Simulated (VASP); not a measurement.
# C (P2_1/m) in VASP: a series of runs

The runs below take C through single point, with r2SCAN.

Program: VASP 6.6.1. These are calculated values, not measurements. Logs are shortened: lines on timing, memory, paths and dates and some standing lists are left out, and cuts for length are marked.

### Step 1. The cell of the first run

The structure is monoclinic, space group P2_1/m (No. 11). Conventional cell: a = 2.403 Å, b = 7.050 Å, c = 2.457 Å, α = 90.00°, β = 117.84°, γ = 90.00°. C (site symmetry m) has 3 C at 1.39 to 1.45 Å within 1.9 Å. Within 1.9 Å of C (site symmetry m) lie 3 C at 1.39 to 1.45 Å.

### Step 2. Single point, r2SCAN (strain -0.0500 x Voigt [0, 0, 0, 0, 0, 1])

Input file POSCAR:

```
C
1.0
    2.4558907252     -0.0613972681      0.0000000000
   -1.2811169565      2.1575623910      0.0000000000
    0.0000000000      0.0000000000      7.0497855834
C
4
Direct
    0.0000000000      0.0000000000      0.0025000000
    0.0000000000      0.0000000000      0.5025000000
    0.3333333333      0.6666666667      0.0025000000
    0.6666666667      0.3333333333      0.5025000000
```

Input file INCAR.step1:

```
ALGO = Normal ; EDIFF = 1E-4
ENCUT = 520 ; GGA = PE
ISMEAR = 0 ; LASPH = True
LCHARG = False ; LREAL = False
LWAVE = True ; NBANDS = 16
NELM = 80 ; PREC = Accurate
SIGMA = 0.15
```

Input file INCAR.step2:

```
ALGO = Normal ; EDIFF = 1E-6
ENCUT = 520 ; ISIF = 2
ISMEAR = 0 ; ISTART = 1
LASPH = True ; LCHARG = False
LMIXTAU = True ; LREAL = False
LWAVE = False ; METAGGA = R2SCAN
NBANDS = 16 ; NELM = 80
PREC = Accurate ; SIGMA = 0.15
```

Input file KPOINTS:

```
k-points
0
Gamma
  24 24 8
```

Potentials or basis: VASP PAW PBE potentials, release 64 (C).

The run is started by

```
cat potpaw_PBE.64/C/POTCAR > POTCAR
cp INCAR.step1 INCAR
mpirun -np 1 vasp_std > vasp.out
cp INCAR.step2 INCAR
mpirun -np 1 vasp_std > vasp.out
```

OUTCAR:

```text
EDIFF = 1E-6
   ENCUT = 520
   ISIF = 2
   ISMEAR = 0
   ISTART = 1
   LASPH = True
   LREAL = False
   METAGGA = R2SCAN
   NELM = 80
   PREC = Accurate

 ion  position               nearest neighbor table
   1  0.000  0.000  0.002-   3 1.39   3 1.42   3 1.45
   2  0.000  0.000  0.502-   4 1.39   4 1.42   4 1.45
   3  0.333  0.667  0.002-   1 1.39   1 1.42   1 1.45
   4  0.667  0.333  0.502-   2 1.39   2 1.42   2 1.45

  LATTYP: Found a simple monoclinic cell.
 ALAT       =     2.4029152357
 B/A-ratio  =     2.9338469700
 C/A-ratio  =     1.0223656809
 COS(beta)  =    -0.4669407592

  Lattice vectors:

 A1 = (   1.1747737687,   2.0961651229,   0.0000000000)
 A2 = (   0.0000000000,   0.0000000000,  -7.0497855834)
 A3 = (  -2.4558907252,   0.0613972681,   0.0000000000)

Analysis of symmetry for initial positions (statically):
=====================================================================
 Subroutine PRICEL returns:
 Original cell was already a primitive cell.

 Routine SETGRP: Setting up the symmetry group for a
 simple monoclinic supercell.

 Subroutine GETGRP returns: Found  4 space group operations
 (whereof  1 operations were pure point group operations)
 out of a pool of  4 trial point group operations.

The static configuration has the point symmetry C_1 .
 The point group associated with its full space group is C_2h.

Analysis of symmetry for dynamics (positions and initial velocities):
=====================================================================
 Subroutine PRICEL returns:
 Original cell was already a primitive cell.

 Routine SETGRP: Setting up the symmetry group for a
 simple monoclinic supercell.

 Subroutine GETGRP returns: Found  4 space group operations
 (whereof  1 operations were pure point group operations)
 out of a pool of  4 trial point group operations.

The dynamic configuration has the point symmetry C_1 .
 The point group associated with its full space group is C_2h.

 Subroutine INISYM returns: Found  4 space group operations
 (whereof  1 operations are pure point group operations),
 and found     1 'primitive' translations

----------------------------------------------------------------------------------------

                                     Primitive cell
[... 93 lines left out ...]
   ENCUT  =  520.0 eV  38.22 Ry    6.18 a.u.   4.57  4.67 13.11*2*pi/ulx,y,z
   NELM   =     80;   NELMIN=  2; NELMDL=  0     # of ELM steps
   EDIFF  = 0.1E-05   stopping-criterion for ELM
   LREAL  =      F    real-space projection
   EDIFFG = 0.1E-04   stopping-criterion for IOM
   NSW    =      0    number of steps for IOM
   IBRION =     -1    ionic relax: 0-MD 1-quasi-New 2-CG
   NFREE  =      0    steps in history (QN), initial steepest desc. (CG)
   ISIF   =      2    stress and relaxation
   ISYM   =      2    0-nonsym 1-usesym 2-fastsym
   POTIM  = 0.5000    time-step for ionic-motion
   TEBEG  =    0.0;   TEEND  =   0.0 temperature during run
   PSTRESS=    0.0 pullay stress
   NELECT =      16.0000    total number of electrons
   NUPDOWN=      -1.0000    fix difference up-down
   EMIN   =  10.00;   EMAX   =-10.00  energy-range for DOS
   EFERMI =   0.00;   METHOD = LEGACY
   ISMEAR =     0;   SIGMA  =   0.15  broadening in eV -4-tet -1-fermi 0-gaus
   EFERMI_NEDOS =   21; number of points for ismear=-14 and -15
   IALGO  =     38    algorithm
   IMIX   =      4    mixing-type and parameters
     AMIX     =   0.40;   BMIX     =  1.00
     AMIX_MAG =   1.60;   BMIX_MAG =  1.00
  volume/ion in A,a.u.               =       9.20        62.09
  Fermi-wavevector in a.u.,A,eV,Ry     =   1.240215  2.343667 20.927587  1.538134
  Thomas-Fermi vector in A             =   2.374666
   LORBIT       =      0    0 simple, 1 ext, 2 COOP (PROOUT), +10 PAW based schemes
   METAGGA = R2SCAN    functional components
   LHFCALC =     F    Hartree Fock is set to
   AEXX    =    0.0000 exact exchange contribution
   IVDW    =     0    specifies the selected vdW correction
   LEPSILON=     F    determine dielectric tensor
   LRPA    =     F    only Hartree local field effects (RPA)
 non-spin polarized calculation
 Gauss-broadening in eV      SIGMA  =   0.15
  energy-cutoff  :      520.00
  volume of cell :       36.80
 maximum number of plane-waves:      1018
   NGX =  9   NGY =  9   NGZ = 27

 number of electron      16.0000002 magnetization

 Free energy of the ion-electron system (eV)
  ---------------------------------------------------
  ext. energy  EPLUGINS =         0.00000000
  ---------------------------------------------------
  free energy    TOTEN  =       -39.62222660 eV

  energy without entropy =      -39.62206988  energy(sigma->0) =      -39.62214824

 E-fermi :   4.3058     XC(G=0): -10.7923

 val. band max:        4.1493416971   @ k =   0.3333   0.2917   0.0000
 cond. band min:       4.4596234829   @ k =   0.3333   0.3333   0.0000
 fundamental gap:      0.3102817858
 Fermi energy:         4.3057922813

 k-point     1 :       0.0000    0.0000    0.0000
  band No.  band energies     occupation
      1     -16.6822      2.00000
      2     -16.4828      2.00000
      3      -4.5930      2.00000
      4      -3.0359      2.00000
      5       0.9496      2.00000
      6       0.9599      2.00000
[... 433 lines left out ...]
      3      -8.6814      2.00000
      4      -8.5726      2.00000
      5      -3.0542      2.00000
      6      -3.0153      2.00000
[... 8 lines left out ...]
     15      18.0772      0.00000
     16      19.9980      0.00000

 [... further k-points ...]

------------------------ aborting loop because EDIFF is reached ----------------------------------------

  FORCE on cell =-STRESS in cart. coord.  units (eV):
  Direction    XX          YY          ZZ          XY          YZ          ZX
  --------------------------------------------------------------------------------------
  -------------------------------------------------------------------------------------
  Total        0.5416947      0.5164676     -0.0174644      5.2292020      0.0000000      0.0000000
  in kB       23.5837051     22.4853969     -0.7603442    227.6632325      0.0000000      0.0000000
  external PRESSURE =      15.1029193 kB  Pullay stress =       0.0000000 kB

 VOLUME and BASIS-vectors are now :
 -----------------------------------------------------------------------------
  energy-cutoff  :      520.00
  volume of cell :       36.80
      direct lattice vectors                 reciprocal lattice vectors
     2.455890725 -0.061397268  0.000000000     0.413319764  0.245420925  0.000000000
    -1.281116957  2.157562391  0.000000000     0.011761748  0.470469906  0.000000000
     0.000000000  0.000000000  7.049785583     0.000000000  0.000000000  0.141848286

 POSITION                                       TOTAL-FORCE (eV/Angst)
 -----------------------------------------------------------------------------------
      0.00000      0.00000      0.01762         0.566395      0.081867      0.000000
      0.00000      0.00000      3.54252        -0.566395     -0.081867      0.000000
     -0.03545      1.41791      0.01762        -0.569791     -0.081126      0.000000
      1.21022      0.67826      3.54252         0.569791      0.081126      0.000000
 -----------------------------------------------------------------------------------
    total drift:                                0.000000     -0.000000     -0.000009

  FREE ENERGIE OF THE ION-ELECTRON SYSTEM (eV)
  ---------------------------------------------------
  free  energy   TOTEN  =       -39.6222266031 eV

  energy  without entropy=      -39.6220698816  energy(sigma->0) =      -39.62214824
```

Run time: 52 min. Hardware: 1 thread of Oxide Virtual Turin-like, shared host; peak memory 0.61 GiB.

What came out:

```
Free energy   : -39.6222 eV
Pressure      : 1.5 GPa
Largest force : 0.576 eV/Å
```

Forces on the atoms (eV/Å):
```
C    0.566  0.082  0.000
C   -0.566 -0.082  0.000
C   -0.570 -0.081  0.000
C    0.570  0.081  0.000
```

Caveat: the cell differs from its parent crystal (strain -0.0500 x Voigt [0, 0, 0, 0, 0, 1]); the PAW data sets were made with another functional, which shifts forces and pressure a little.

### Step 3. Single point, r2SCAN (strain +0.0375 x Voigt [0, 0, 0, 0, 0, 1])

Edit POSCAR of step 2 so:

```diff
@@ -2,4 +2,4 @@
 1.0
-    2.4558907252     -0.0613972681      0.0000000000
-   -1.2811169565      2.1575623910      0.0000000000
+    2.4558907252      0.0460479511      0.0000000000
+   -1.1880666672      2.1038397814      0.0000000000
     0.0000000000      0.0000000000      7.0497855834
```

Input file INCAR.step1:

```
SYSTEM = C
ALGO = Normal
EDIFF = 1E-4
ENCUT = 520
GGA = PE
ISMEAR = 0
LASPH = .True.
LCHARG = .False.
LREAL = .False.
LWAVE = .True.
NBANDS = 16
NELM = 80
PREC = Accurate
SIGMA = 0.15
```

Input file INCAR.step2:

```
SYSTEM = C
ALGO = Normal
EDIFF = 1E-6
ENCUT = 520
ISIF = 2
ISMEAR = 0
ISTART = 1
LASPH = .True.
LCHARG = .True.
LELF = .True.
LMIXTAU = .True.
LREAL = .False.
LVHAR = .True.
LWAVE = .False.
METAGGA = R2SCAN
NBANDS = 16
NELM = 80
PREC = Accurate
SIGMA = 0.15
```

Input file KPOINTS:

```
k-points
0
Gamma
  24 24 8
  0 0 0
```

Potentials or basis: VASP PAW PBE potentials, release 64 (C).

The run is started by

```
cat potpaw_PBE.64/C/POTCAR > POTCAR
cp INCAR.step1 INCAR
mpirun -np 1 vasp_std > vasp.out
cp INCAR.step2 INCAR
mpirun -np 1 vasp_std > vasp.out
```

Run time: 63 min. Hardware: 1 thread of Oxide Virtual Turin-like, shared host; peak memory 0.61 GiB.

Results (log left out):

* Free energy: -39.6795 eV
* Pressure: 1.1 GPa
* Largest force: 0.424 eV/Å

Forces on the atoms (eV/Å):
```
C   -0.419  0.047  0.000
C    0.419 -0.047  0.000
C    0.422 -0.046  0.000
C   -0.422  0.046  0.000
```

Stress tensor (GPa, compression positive):
```
  1.77 -17.03   0.00
-17.03   1.69   0.00
  0.00   0.00  -0.08
```

Caveat: the cell differs from its parent crystal (strain +0.0375 x Voigt [0, 0, 0, 0, 0, 1]); the PAW data sets were made with another functional, which shifts forces and pressure a little.

### Step 4. Single point, r2SCAN (strain +0.0125 x Voigt [0, 0, 0, 0, 0, 1])

Edit POSCAR of step 3 so:

```diff
@@ -2,4 +2,4 @@
 1.0
-    2.4558907252      0.0460479511      0.0000000000
-   -1.1880666672      2.1038397814      0.0000000000
+    2.4558907252      0.0153493170      0.0000000000
+   -1.2146524641      2.1191890985      0.0000000000
     0.0000000000      0.0000000000      7.0497855834
```

Input file INCAR.step1:

```
ALGO = Normal
EDIFF = 1E-4
ENCUT = 520
GGA = PE
ISMEAR = 0
LASPH = True
LCHARG = False
LREAL = False
LWAVE = True
NBANDS = 16
NELM = 60
PREC = Accurate
SIGMA = 0.15
```

Input file INCAR.step2:

```
ALGO = Normal
EDIFF = 1E-6
ENCUT = 520
ISIF = 2
ISMEAR = 0
ISTART = 1
LASPH = True
LCHARG = False
LMIXTAU = True
LREAL = False
LWAVE = False
METAGGA = R2SCAN
NBANDS = 16
NELM = 60
PREC = Accurate
SIGMA = 0.15
```

Input file KPOINTS:

```
k-points
0
Gamma
  24 24 8
```

The run is started by

```
cat potpaw_PBE.64/C/POTCAR > POTCAR
cp INCAR.step1 INCAR
mpirun -np 1 vasp_std > vasp.out
cp INCAR.step2 INCAR
mpirun -np 1 vasp_std > vasp.out
```

It took 72 min on 1 thread of Oxide Virtual Turin-like, shared host; peak memory 0.61 GiB.

It converged, with:

| Quantity | Value |
| --- | --- |
| Free energy | -39.7446 eV |
| Pressure | 0.7 GPa |
| Largest force | 0.138 eV/Å |

Forces in eV/Å, atoms in the order of the input:
```
C   -0.137  0.005  0.000
C    0.137 -0.005  0.000
C    0.138 -0.005  0.000
C   -0.138  0.005  0.000
```

Stress tensor (GPa, compression positive):
```
 1.09 -5.66  0.00
-5.66  1.08  0.00
 0.00  0.00 -0.09
```

Caveat: the cell differs from its parent crystal (strain +0.0125 x Voigt [0, 0, 0, 0, 0, 1]); the PAW data sets were made with another functional, which shifts forces and pressure a little.

### Step 5. The runs side by side

```tsv
cell	pressure (GPa)	largest force (eV/Å)
a = 2.457, b = 2.509, c = 7.050 Å, angles 90.0, 90.0, 122.1°, 4 atoms	1.5	0.58
a = 2.456, b = 2.416, c = 7.050 Å, angles 90.0, 90.0, 118.4°, 4 atoms	1.1	0.42
a = 2.456, b = 2.443, c = 7.050 Å, angles 90.0, 90.0, 119.5°, 4 atoms	0.7	0.14
```

Alike in all rows: task single point; level r2SCAN; potentials or basis VASP PAW PBE potentials, release 64 (C); no spin polarisation; k mesh 24 × 24 × 8; cutoff (eV) 520; smearing gaussian 0.15 eV.

Caveats: the PAW data sets were made with another functional, which shifts forces and pressure a little.

Absolute energies hang on the potentials; compare differences alone.
